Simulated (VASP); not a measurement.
# CdTe (F-43m) in VASP: a series of runs, part 3 of 3

VASP 6.6.1. Earlier steps stand in the parts before.

### Step 5. Single point, PBE

This run uses another cell than the first one, of 27.19 Å³/atom, 1.141 times its volume.

INCAR reads:

```
PREC = Accurate ; ENCUT = 520
EDIFF = 1E-6 ; ISMEAR = 0
SIGMA = 0.02 ; LREAL = False
LASPH = True ; NELM = 100
ALGO = Normal ; ISIF = 2
LWAVE = False ; LCHARG = True
GGA = PE ; LELF = True
LVHAR = True ; NBANDS = 16
```

KPOINTS reads:

```
Automatic mesh
0
Gamma
  10 10 10
```

POSCAR reads:

```
CdTe
1.0
    0.0000000000      3.0070365850      3.0070365850
    3.0070365850      0.0000000000      3.0070365850
    3.0070365850      3.0070365850      0.0000000000
Cd Te
1 1
Direct
    0.0000000000      0.0000000000      0.0000000000
    0.2500000000      0.2500000000      0.2500000000
```

Started as:

```
cat potpaw_PBE.64/Cd/POTCAR potpaw_PBE.64/Te/POTCAR > POTCAR
mpirun -np 1 vasp_std > vasp.out
```

It took 14 s on 1 thread of Intel Xeon 6975P-C (Granite Rapids), shared host; peak memory 0.19 GiB.

Results (log left out):

```
Free energy            : -3.9330 eV
Pressure               : 20.3 GPa
Band gap on the k mesh : 1.48 eV, direct
```

Levels at points of the mesh, in eV from the valence-band top:
| k point | band 7 | band 8 | band 9 | band 10 | band 11 | band 12 |
| --- | --- | --- | --- | --- | --- | --- |
| (0.00, 0.00, 0.00) | 0.00 | 0.00 | 0.00 | 1.48 | 4.34 | 4.34 |
| (0.50, 0.00, 0.00) | -5.94 | -1.18 | -1.18 | 2.00 | 4.99 | 4.99 |
| (0.50, 0.50, 0.00) | -5.55 | -2.78 | -2.78 | 2.00 | 2.44 | 10.22 |

Caveat: spin-orbit coupling is left out, which moves the levels of the heavy elements. As with any semilocal functional, this PBE gap is likely too small.

### Step 6. Single point, PBE

This run uses another cell than the first one, of 30.16 Å³/atom, 1.266 times its volume.

INCAR reads:

```
SYSTEM = CdTe
  PREC = Accurate
  ENCUT = 520
  EDIFF = 1E-6
  ISMEAR = 0
  SIGMA = 0.02
  LREAL = .FALSE.
  LASPH = .TRUE.
  NELM = 80
  ALGO = Normal
  ISIF = 2
  LWAVE = .FALSE.
  LCHARG = .FALSE.
  GGA = PE
  NBANDS = 16
```

KPOINTS reads:

```
regular mesh
0
G
  10 10 10
  0 0 0
```

POSCAR reads:

```
CdTe
1.0
    0.0000000000      3.1126608360      3.1126608360
    3.1126608360      0.0000000000      3.1126608360
    3.1126608360      3.1126608360      0.0000000000
Cd Te
1 1
Direct
    0.0000000000      0.0000000000      0.0000000000
    0.2500000000      0.2500000000      0.2500000000
```

Potentials or basis: VASP PAW PBE potentials, release 64 (Cd, Te).

Started as:

```
cat potpaw_PBE.64/Cd/POTCAR potpaw_PBE.64/Te/POTCAR > POTCAR
mpirun -np 1 vasp_std > vasp.out
```

OUTCAR:

```text
SYSTEM = CdTe
   PREC = Accurate
   ENCUT = 520
   EDIFF = 1E-6
   ISMEAR = 0
   LREAL = .FALSE.
   LASPH = .TRUE.
   NELM = 80
   ISIF = 2
   GGA = PE

 ion  position               nearest neighbor table
   1  0.000  0.000  0.000-   2 2.70   2 2.70   2 2.70   2 2.70
   2  0.250  0.250  0.250-   1 2.70   1 2.70   1 2.70   1 2.70

  LATTYP: Found a face centered cubic cell.
 ALAT       =     6.2253216720

  Lattice vectors:

 A1 = (   0.0000000000,   3.1126608360,   3.1126608360)
 A2 = (   3.1126608360,   0.0000000000,   3.1126608360)
 A3 = (   3.1126608360,   3.1126608360,   0.0000000000)

Analysis of symmetry for initial positions (statically):
=====================================================================
 Subroutine PRICEL returns:
 Original cell was already a primitive cell.

 Routine SETGRP: Setting up the symmetry group for a
 face centered cubic supercell.

 Subroutine GETGRP returns: Found 24 space group operations
 (whereof 24 operations were pure point group operations)
 out of a pool of 48 trial point group operations.

The static configuration has the point symmetry T_d .

Analysis of symmetry for dynamics (positions and initial velocities):
[... 163 lines left out ...]
 cond. band min:       4.6874972179   @ k =   0.0000   0.0000   0.0000
 fundamental gap:      1.1494101663
 Fermi energy:         3.6424871342

 k-point     1 :       0.0000    0.0000    0.0000
  band No.  band energies     occupation
      1      -8.4101      2.00000
      2      -5.2504      2.00000
      3      -5.2504      2.00000
      4      -5.2504      2.00000
      5      -4.8890      2.00000
      6      -4.8890      2.00000
[... 433 lines left out ...]
      3      -5.0764      2.00000
      4      -5.0160      2.00000
      5      -4.8581      2.00000
      6      -4.5871      2.00000
[... 8 lines left out ...]
     15      14.3004      0.00000
     16      15.6870      0.00000

 [... further k-points ...]

------------------------ aborting loop because EDIFF is reached ----------------------------------------

  FORCE on cell =-STRESS in cart. coord.  units (eV):
  Direction    XX          YY          ZZ          XY          YZ          ZX
  --------------------------------------------------------------------------------------
  -------------------------------------------------------------------------------------
  Total        3.8463747      3.8463747      3.8463747      0.0000000     -0.0000000      0.0000000
  in kB      102.1731483    102.1731483    102.1731483      0.0000000     -0.0000000      0.0000000
  external PRESSURE =     102.1731483 kB  Pullay stress =       0.0000000 kB

 VOLUME and BASIS-vectors are now :
 -----------------------------------------------------------------------------
  energy-cutoff  :      520.00
  volume of cell :       60.32
      direct lattice vectors                 reciprocal lattice vectors
     0.000000000  3.112660836  3.112660836    -0.160634270  0.160634270  0.160634270
     3.112660836  0.000000000  3.112660836     0.160634270 -0.160634270  0.160634270
     3.112660836  3.112660836  0.000000000     0.160634270  0.160634270 -0.160634270

 POSITION                                       TOTAL-FORCE (eV/Angst)
 -----------------------------------------------------------------------------------
      0.00000      0.00000      0.00000        -0.000000     -0.000000     -0.000000
      1.55633      1.55633      1.55633         0.000000      0.000000      0.000000
 -----------------------------------------------------------------------------------
    total drift:                               -0.000000     -0.000000     -0.000000

  FREE ENERGIE OF THE ION-ELECTRON SYSTEM (eV)
  ---------------------------------------------------
  free  energy   TOTEN  =        -4.4830201872 eV

  energy  without entropy=       -4.4830201872  energy(sigma->0) =       -4.48302019
```

It took 17 s on 1 thread of Intel Xeon 6975P-C (Granite Rapids), shared host; peak memory 0.22 GiB.

Results:

```yaml
Free_energy: -4.4830 eV
Pressure: 10.2 GPa
Band_gap_on_the_k_mesh: 1.15 eV, direct
```

Caveat: spin-orbit coupling is left out, which moves the levels of the heavy elements. A hybrid or GW would open this gap; PBE tends to underestimate it.

### Step 7. The runs side by side

| cell | gap on the mesh (eV) | pressure (GPa) |
| --- | --- | --- |
| a = 4.070 Å, angles 60.0°, 2 atoms | 1.56 | 40.5 |
| a = 4.253 Å, angles 60.0°, 2 atoms | 1.48 | 20.3 |
| a = 4.402 Å, angles 60.0°, 2 atoms | 1.15 | 10.2 |

Alike in all rows: task single point; level PBE; potentials or basis VASP PAW PBE potentials, release 64 (Cd, Te); no spin polarisation; k mesh 10 × 10 × 10; cutoff (eV) 520; smearing gaussian 0.02 eV.

Caveats: spin-orbit coupling is left out, which moves the levels of the heavy elements.

Total energies depend on the potentials used, so only differences within one code and one set of settings carry meaning.
